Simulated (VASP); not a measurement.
# V (P6_3/mmc) in VASP: notebook

V is run at these levels: PBE; tasks: single point.

Program: VASP 6.6.1. These are calculated values, not measurements. Logs are shortened: lines on timing, memory, paths and dates and some standing lists are left out, and cuts for length are marked.

## Step 1: The cell of the first run

It takes space group P6_3/mmc (No. 194, hexagonal). Conventional cell: a = 2.292 Å, b = 2.292 Å, c = 4.172 Å, α = 90.00°, β = 90.00°, γ = 120.00°. V (site symmetry -6m2) has 12 V at 2.29 to 2.47 Å within 3.0 Å.

## Step 2: Single point, PBE

Input file INCAR:

```
SYSTEM = V
PREC = Accurate
ENCUT = 520
EDIFF = 1E-7
ISMEAR = -1
SIGMA = 0.1
LREAL = .False.
LASPH = .True.
NELM = 60
ALGO = Normal
ISIF = 2
LWAVE = .False.
LCHARG = .False.
GGA = PE
NBANDS = 20
```

Input file KPOINTS:

```
Automatic mesh
0
Gamma
  18 18 10
  0 0 0
```

Input file POSCAR:

```
V
1.0
    2.2918158284      0.0000000000      0.0000000000
   -1.1459079142      1.9847707282      0.0000000000
    0.0000000000      0.0000000000      4.1723599263
V
2
Direct
    0.3333333333      0.6666666667      0.2500000000
    0.6666666667      0.3333333333      0.7500000000
```

Potentials or basis: VASP PAW PBE potentials, release 64 (V_sv).

Launch:

```bash
cat potpaw_PBE.64/V_sv/POTCAR > POTCAR
mpirun -np 1 vasp_std > vasp.out
```

OUTCAR:

```text
SYSTEM = V
   PREC = Accurate
   ENCUT = 520
   EDIFF = 1E-7
   ISMEAR = -1
   LREAL = .False.
   LASPH = .True.
   NELM = 60
   ISIF = 2
   GGA = PE

 ion  position               nearest neighbor table
   1  0.333  0.667  0.250-   2 2.47   2 2.47   2 2.47   2 2.47   2 2.47   2 2.47
   2  0.667  0.333  0.750-   1 2.47   1 2.47   1 2.47   1 2.47   1 2.47   1 2.47

  LATTYP: Found a hexagonal cell.
 ALAT       =     2.2918158284
 C/A-ratio  =     1.8205476525

  Lattice vectors:

 A1 = (   2.2918158284,   0.0000000000,   0.0000000000)
 A2 = (  -1.1459079142,   1.9847707282,   0.0000000000)
 A3 = (   0.0000000000,   0.0000000000,   4.1723599263)

Analysis of symmetry for initial positions (statically):
=====================================================================
 Subroutine PRICEL returns:
 Original cell was already a primitive cell.

 Routine SETGRP: Setting up the symmetry group for a
 hexagonal supercell.

 Subroutine GETGRP returns: Found 24 space group operations
 (whereof 12 operations were pure point group operations)
 out of a pool of 24 trial point group operations.

The static configuration has the point symmetry D_3d.
 The point group associated with its full space group is D_6h.

Analysis of symmetry for dynamics (positions and initial velocities):
=====================================================================
 Subroutine PRICEL returns:
 Original cell was already a primitive cell.

 Routine SETGRP: Setting up the symmetry group for a
 hexagonal supercell.

 Subroutine GETGRP returns: Found 24 space group operations
 (whereof 12 operations were pure point group operations)
 out of a pool of 24 trial point group operations.

The dynamic configuration has the point symmetry D_3d.
 The point group associated with its full space group is D_6h.

 Subroutine INISYM returns: Found 24 space group operations
 (whereof 12 operations are pure point group operations),
 and found     1 'primitive' translations

----------------------------------------------------------------------------------------

                                     Primitive cell

  volume of cell :      18.9789

  direct lattice vectors                    reciprocal lattice vectors
     2.291815828  0.000000000  0.000000000     0.436335236  0.251918266  0.000000000
    -1.145907914  1.984770728  0.000000000     0.000000000  0.503836532  0.000000000
[... 75 lines left out ...]
 SYSTEM =  V
   PREC   = accura    normal or accurate (medium, high low for compatibility)
   ISTART =      0    job   : 0-new  1-cont  2-samecut
   ICHARG =      2    charge: 1-file 2-atom 10-const
   ISPIN  =      1    spin polarized calculation?
   LNONCOLLINEAR =      F non collinear calculations
   LSORBIT =      F    spin-orbit coupling
   LASPH  =      T    aspherical Exc in radial PAW
   ENCUT  =  520.0 eV  38.22 Ry    6.18 a.u.   4.26  4.26  7.76*2*pi/ulx,y,z
   NELM   =     60;   NELMIN=  2; NELMDL= -5     # of ELM steps
   EDIFF  = 0.1E-06   stopping-criterion for ELM
   LREAL  =      F    real-space projection
   EDIFFG = 0.1E-05   stopping-criterion for IOM
   NSW    =      0    number of steps for IOM
   IBRION =     -1    ionic relax: 0-MD 1-quasi-New 2-CG
   NFREE  =      0    steps in history (QN), initial steepest desc. (CG)
   ISIF   =      2    stress and relaxation
   ISYM   =      2    0-nonsym 1-usesym 2-fastsym
   POTIM  = 0.5000    time-step for ionic-motion
   TEBEG  =    0.0;   TEEND  =   0.0 temperature during run
   PSTRESS=    0.0 pullay stress
   NELECT =      26.0000    total number of electrons
   NUPDOWN=      -1.0000    fix difference up-down
   EMIN   =  10.00;   EMAX   =-10.00  energy-range for DOS
   EFERMI =   0.00;   METHOD = LEGACY
   ISMEAR =    -1;   SIGMA  =   0.10  broadening in eV -4-tet -1-fermi 0-gaus
   EFERMI_NEDOS =   21; number of points for ismear=-14 and -15
   IALGO  =     38    algorithm
   IMIX   =      4    mixing-type and parameters
     AMIX     =   0.40;   BMIX     =  1.00
     AMIX_MAG =   1.60;   BMIX_MAG =  1.00
  volume/ion in A,a.u.               =       9.49        64.04
  Fermi-wavevector in a.u.,A,eV,Ry     =   1.818201  3.435903 44.978910  3.305857
  Thomas-Fermi vector in A             =   2.875245
   LORBIT       =      0    0 simple, 1 ext, 2 COOP (PROOUT), +10 PAW based schemes
   GGA     = PE    functional components
   LHFCALC =     F    Hartree Fock is set to
   AEXX    =    0.0000 exact exchange contribution
   IVDW    =     0    specifies the selected vdW correction
   LEPSILON=     F    determine dielectric tensor
   LRPA    =     F    only Hartree local field effects (RPA)
 non-spin polarized calculation
  energy-cutoff  :      520.00
  volume of cell :       18.98
 maximum number of plane-waves:       538
 NGX is ok and might be reduce to    18
   NGX =  9   NGY =  9   NGZ = 15

 number of electron      26.0000012 magnetization

 Free energy of the ion-electron system (eV)
  ---------------------------------------------------
  ext. energy  EPLUGINS =         0.00000000
  ---------------------------------------------------
  free energy    TOTEN  =       -14.83516366 eV

  energy without entropy =      -14.76224235  energy(sigma->0) =      -14.79870301

 E-fermi :  15.3171     XC(G=0): -14.9074

 val. band max:       15.3165203985   @ k =   0.0556  -0.0000   0.3000
 cond. band min:      15.3286695160   @ k =   0.0556  -0.0000   0.2000
 fundamental gap:      0.0121491175
 Fermi energy:        15.3171270061

 k-point     1 :       0.0000    0.0000    0.0000
  band No.  band energies     occupation
      1     -48.7822      2.00000
      2     -48.3108      2.00000
      3     -23.4161      2.00000
      4     -21.3330      2.00000
      5     -21.0154      2.00000
      6     -21.0154      2.00000
[... 541 lines left out ...]
     19      22.9069      0.00000
     20      26.7802      0.00000

 [... further k-points ...]
[... 5 lines left out ...]
  --------------------------------------------------------------------------------------
  -------------------------------------------------------------------------------------
  Total       15.6891503     15.6891503     15.5359141      0.0000000     -0.0000000      0.0000000
  in kB     1324.4579692   1324.4579693   1311.5219630      0.0000000     -0.0000000      0.0000000
  external PRESSURE =    1320.1459672 kB  Pullay stress =       0.0000000 kB

 VOLUME and BASIS-vectors are now :
 -----------------------------------------------------------------------------
  energy-cutoff  :      520.00
  volume of cell :       18.98
      direct lattice vectors                 reciprocal lattice vectors
     2.291815828  0.000000000  0.000000000     0.436335236  0.251918266  0.000000000
    -1.145907914  1.984770728  0.000000000     0.000000000  0.503836532  0.000000000
     0.000000000  0.000000000  4.172359926     0.000000000  0.000000000  0.239672516

 POSITION                                       TOTAL-FORCE (eV/Angst)
 -----------------------------------------------------------------------------------
     -0.00000      1.32318      1.04309        -0.000000      0.000000      0.000000
      1.14591      0.66159      3.12927         0.000000     -0.000000      0.000000
 -----------------------------------------------------------------------------------
    total drift:                               -0.000000      0.000000     -0.000000

  FREE ENERGIE OF THE ION-ELECTRON SYSTEM (eV)
  ---------------------------------------------------
  free  energy   TOTEN  =       -14.8351636593 eV

  energy  without entropy=      -14.7622423524  energy(sigma->0) =      -14.79870301
```

stdout:

```text
POSCAR found type information on POSCAR V
 POSCAR found :  1 types and       2 ions
 scaLAPACK will be used
 LDA part: xc-table for (Slater+PW92), standard interpolation
 POSCAR, INCAR and KPOINTS ok, starting setup
 FFT: planning ... GRIDC
 FFT: planning ... GRID_SOFT
 FFT: planning ... GRID
 WAVECAR not read
 entering main loop
```

Run time: 29 s. Hardware: 1 thread of Intel Xeon 6975P-C (Granite Rapids), shared host; peak memory 0.18 GiB.

What came out:

```
Free energy            : -14.8352 eV
Pressure               : 132.0 GPa
Band gap on the k mesh : zero (band 13 reaches 17.69 eV, above the bottom of band 14 at 14.27 eV)
```

Levels at points of the mesh, in eV from the Fermi level:
```csv
k point,band 11,band 12,band 13,band 14,band 15,band 16
"(0.00, 0.00, 0.00)",-1.31,0.17,0.17,0.71,0.71,0.98
"(0.50, 0.00, 0.00)",-4.00,-0.79,0.47,0.59,0.64,4.61
"(0.00, 0.00, 0.50)",-1.68,-1.68,0.24,0.24,0.24,0.24
"(0.50, 0.00, 0.50)",-3.24,-3.24,2.33,2.33,3.02,3.02
```

## Step 3: Single point, PBE

Input file INCAR:

```
SYSTEM = V
ALGO = Normal
EDIFF = 1E-6
ENCUT = 520
GGA = PE
ISIF = 2
ISMEAR = -1
LASPH = .True.
LCHARG = .True.
LELF = .True.
LREAL = .False.
LVHAR = .True.
LWAVE = .False.
NBANDS = 20
NELM = 80
PREC = Accurate
SIGMA = 0.1
```

Input file KPOINTS:

```
k-points
0
Gamma
  18 18 10
  0 0 0
```

Input file POSCAR:

```
V
1.0
    2.2917742954      0.0000000000      0.0000000000
   -1.1458871477      1.9847347595      0.0000000000
    0.0000000000      0.0000000000      4.1720355970
V
2
Direct
    0.3333333333      0.6666666667      0.2500000000
    0.6666666667      0.3333333333      0.7500000000
```

Potentials or basis: VASP PAW PBE potentials, release 64 (V_sv).

Launch:

```bash
cat potpaw_PBE.64/V_sv/POTCAR > POTCAR
mpirun -np 1 vasp_std > vasp.out
```

OUTCAR:

```text
SYSTEM = V
   EDIFF = 1E-6
   ENCUT = 520
   GGA = PE
   ISIF = 2
   ISMEAR = -1
   LASPH = .True.
   LREAL = .False.
   NELM = 80
   PREC = Accurate

 ion  position               nearest neighbor table
   1  0.333  0.667  0.250-   2 2.47   2 2.47   2 2.47   2 2.47   2 2.47   2 2.47
   2  0.667  0.333  0.750-   1 2.47   1 2.47   1 2.47   1 2.47   1 2.47   1 2.47

  LATTYP: Found a hexagonal cell.
 ALAT       =     2.2917742954
 C/A-ratio  =     1.8204391267

  Lattice vectors:

 A1 = (   2.2917742954,   0.0000000000,   0.0000000000)
 A2 = (  -1.1458871477,   1.9847347595,   0.0000000000)
 A3 = (   0.0000000000,   0.0000000000,   4.1720355970)

Analysis of symmetry for initial positions (statically):
=====================================================================
 Subroutine PRICEL returns:
 Original cell was already a primitive cell.

 Routine SETGRP: Setting up the symmetry group for a
 hexagonal supercell.

 Subroutine GETGRP returns: Found 24 space group operations
 (whereof 12 operations were pure point group operations)
 out of a pool of 24 trial point group operations.

[... 155 lines left out ...]

 Free energy of the ion-electron system (eV)
  ---------------------------------------------------
  ext. energy  EPLUGINS =         0.00000000
  ---------------------------------------------------
  free energy    TOTEN  =       -14.83338554 eV

  energy without entropy =      -14.76047513  energy(sigma->0) =      -14.79693033

 E-fermi :  15.3191     XC(G=0): -14.9081

 val. band max:       15.3182083334   @ k =   0.0556   0.0000   0.3000
 cond. band min:      15.3303850776   @ k =   0.0556   0.0000   0.2000
 fundamental gap:      0.0121767442
 Fermi energy:        15.3190962342

 k-point     1 :       0.0000    0.0000    0.0000
  band No.  band energies     occupation
      1     -48.7804      2.00000
      2     -48.3087      2.00000
      3     -23.4146      2.00000
      4     -21.3306      2.00000
      5     -21.0133      2.00000
      6     -21.0133      2.00000
[... 541 lines left out ...]
     19      22.9097      0.00000
     20      26.7836      0.00000

 [... further k-points ...]
[... 5 lines left out ...]
  --------------------------------------------------------------------------------------
  -------------------------------------------------------------------------------------
  Total       15.6940665     15.6940665     15.5442004      0.0000000     -0.0000000      0.0000000
  in kB     1325.0240045   1325.0240044   1312.3710532      0.0000000     -0.0000000      0.0000000
  external PRESSURE =    1320.8063540 kB  Pullay stress =       0.0000000 kB

 VOLUME and BASIS-vectors are now :
 -----------------------------------------------------------------------------
  energy-cutoff  :      520.00
  volume of cell :       18.98
      direct lattice vectors                 reciprocal lattice vectors
     2.291774295  0.000000000  0.000000000     0.436343143  0.251922831  0.000000000
    -1.145887148  1.984734760  0.000000000     0.000000000  0.503845663  0.000000000
     0.000000000  0.000000000  4.172035597     0.000000000  0.000000000  0.239691148

 POSITION                                       TOTAL-FORCE (eV/Angst)
 -----------------------------------------------------------------------------------
     -0.00000      1.32316      1.04301        -0.000000      0.000000      0.000000
      1.14589      0.66158      3.12903         0.000000     -0.000000      0.000000
 -----------------------------------------------------------------------------------
    total drift:                                0.000000     -0.000000      0.000000

  FREE ENERGIE OF THE ION-ELECTRON SYSTEM (eV)
  ---------------------------------------------------
  free  energy   TOTEN  =       -14.8333855368 eV

  energy  without entropy=      -14.7604751296  energy(sigma->0) =      -14.79693033
```

Run time: 34 s. Hardware: 1 thread of Intel Xeon 6975P-C (Granite Rapids), shared host; peak memory 0.18 GiB.

Results:

```yaml
Free_energy: -14.8334 eV
Pressure: 132.1 GPa
Band_gap_on_the_k_mesh: zero (band 13 reaches 17.69 eV, above the bottom of band 14 at 14.27 eV)
```
